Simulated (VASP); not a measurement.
Here is a VASP 6.6.1 calculation.

INCAR

```
ALGO     = Normal         # electronic algorithm
EDIFF    = 1E-7           # SCF threshold, eV
EDIFFG   = -0.005         # ionic threshold
ENCUT    = 500            # plane-wave cutoff, eV
GGA      = PE             # functional
GGA_COMPAT= False        
IBRION   = 2              # ionic algorithm
ISIF     = 3              # what is computed and relaxed
ISMEAR   = -1             # smearing method
LASPH    = True           # aspherical terms in the spheres
LCHARG   = False          # write CHGCAR
LREAL    = False          # projectors in reciprocal space
LWAVE    = False          # write WAVECAR
NELM     = 120            # most SCF steps
NELMIN   = 4            
NSW      = 80             # ionic steps
PREC     = Accurate       # precision mode
SIGMA    = 0.05           # smearing width, eV
```

The input KPOINTS:

```
k-points
0
Gamma
  10 10 10
```

File POSCAR:

```
BAs
1.0
    0.0000000000      2.3885000000      2.3885000000
    2.3885000000      0.0000000000      2.3885000000
    2.3885000000      2.3885000000      0.0000000000
As B
1 1
Direct
    0.7500000000      0.7500000000      0.7500000000
    0.0000000000      0.0000000000      0.0000000000
```

Potentials or basis: VASP PAW PBE potentials, release 64 (As, B).

The run is started by

```sh
$ cat potpaw_PBE.64/As/POTCAR potpaw_PBE.64/B/POTCAR > POTCAR
$ mpirun -np 1 vasp_std > vasp.out
```

(1) Predict the space group after relaxing (to 0.05 Å).

(2) Predict the relaxed volume.

(3) Estimate the band gap on the k mesh.

Answers

(1) F-43m (No. 216).

(2) 13.97 Å³/atom.

(3) 1.20 eV, indirect (least direct gap 3.25 eV).
